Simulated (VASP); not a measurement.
Ge: single point with PBE

Crystal: Ge.

```
Ge
1.0
     2.76363    0.00000    0.00000
     0.00000    2.76363    0.00000
     0.00000    0.00000    2.76363
Ge
1
Direct
  0.00000 0.00000 0.00000
```

* Program: VASP 6.6.1
* Task: single point
* Functional: PBE
* Potentials or basis: VASP PAW PBE potentials, release 64 (Ge_d)
* Cutoff: 520 eV
* k mesh: 10 × 10 × 10
* Occupations: fermi-dirac, width 0.05 eV
* Spin: no spin polarisation
* Dipole correction: no
* Further INCAR settings: ALGO = Normal; EDIFF = 1e-06; NBANDS = 13

```json
{
 "Pressure": "-4.0 GPa",
 "Band gap on the k mesh": "zero (band 7 reaches 11.61 eV, above the bottom of band 8 at 2.99 eV)"
}
```

Levels at points of the mesh, in eV from the Fermi level:
| k point | band 3 | band 4 | band 5 | band 6 | band 7 | band 8 | band 9 | band 10 | band 11 | band 12 |
| --- | --- | --- | --- | --- | --- | --- | --- | --- | --- | --- |
| (0.00, 0.00, 0.00) | -24.45 | -24.45 | -24.45 | -12.30 | 6.26 | 6.26 | 6.26 | 9.79 | 9.79 | 11.82 |
| (0.50, 0.00, 0.00) | -24.50 | -24.49 | -24.44 | -8.86 | -5.23 | 8.88 | 8.88 | 12.82 | 14.74 | 15.85 |
| (0.50, 0.50, 0.00) | -24.50 | -24.50 | -24.38 | -5.24 | -2.36 | -2.36 | 3.30 | 11.41 | 18.79 | 18.79 |
| (0.50, 0.50, 0.50) | -24.57 | -24.38 | -24.38 | -1.13 | 0.30 | 0.30 | 0.30 | 6.84 | 6.84 | 6.84 |

Run time: 4.1 s on 1 thread of Intel(R) Xeon(R) 6975P-C (Granite Rapids) (shared host), peak memory 0.14 GiB.
